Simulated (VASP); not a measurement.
A run of VASP 6.6.1 is set up as follows.

The input INCAR:

```
SYSTEM = Pb
PREC = Accurate ; ENCUT = 520
EDIFF = 1E-6 ; ISMEAR = 0
SIGMA = 0.1 ; LREAL = Auto
LASPH = .True. ; NELM = 100
ALGO = Fast ; ISIF = 2
LWAVE = .False. ; LCHARG = .False.
GGA = PE ; NBANDS = 118
```

KPOINTS

```
Automatic mesh
0
Gamma
  4 4 4
  0 0 0
```

POSCAR

```
Pb
1.0
   -5.0390886965      5.0390886965     -5.0390886965
    5.0390886965      5.0390886965      5.0390886965
    5.0390886965     -5.0390886965     -5.0390886965
Pb
15
Direct
    0.0010976440      0.2489023560      0.7500000000
    0.4989023560      0.0000000000      0.5010976440
    0.7500000000      0.5000000000      0.7500000000
    0.2500000000      0.2489023560      0.5010976440
    0.4989023560      0.7510976440      0.7500000000
    0.0010976440      0.5021952879      0.5010976440
    0.7500000000      0.0000000000      0.2500000000
    0.4989023560      0.2489023560      0.2478047121
    0.7521952879      0.7510976440      0.5010976440
    0.0010976440      0.0000000000     -0.0010976440
    0.2500000000      0.5000000000      0.2500000000
    0.0010976440      0.7510976440      0.2521952879
    0.7478047121      0.2489023560     -0.0010976440
    0.4989023560      0.4978047121     -0.0010976440
    0.2500000000      0.7510976440     -0.0010976440
```

Potentials or basis: VASP PAW PBE potentials, release 64 (Pb_d).

Launch:

```bash
$ cat potpaw_PBE.64/Pb_d/POTCAR > POTCAR
$ mpirun -np 1 vasp_std > vasp.out
```

Estimate the band gap on the k mesh.

zero (band 105 reaches 6.83 eV, above the bottom of band 106 at 5.50 eV).

Predict the pressure.

-1.2 GPa.

What does it give for the largest force?

0.029 eV/Å.

Forces on the atoms (eV/Å):
```
Pb  -0.020  0.000 -0.020
Pb   0.020 -0.020  0.000
Pb   0.000  0.000  0.000
Pb   0.000 -0.020 -0.020
Pb   0.020  0.000  0.020
Pb   0.020  0.020  0.000
Pb   0.000  0.000  0.000
Pb  -0.020  0.000  0.020
Pb   0.000  0.020 -0.020
Pb  -0.020  0.020  0.000
Pb   0.000  0.000  0.000
Pb   0.020  0.000 -0.020
Pb   0.000 -0.020  0.020
Pb  -0.020 -0.020  0.000
Pb   0.000  0.020  0.020
```

Caveat: spin-orbit coupling is left out, which moves the levels of the heavy elements.
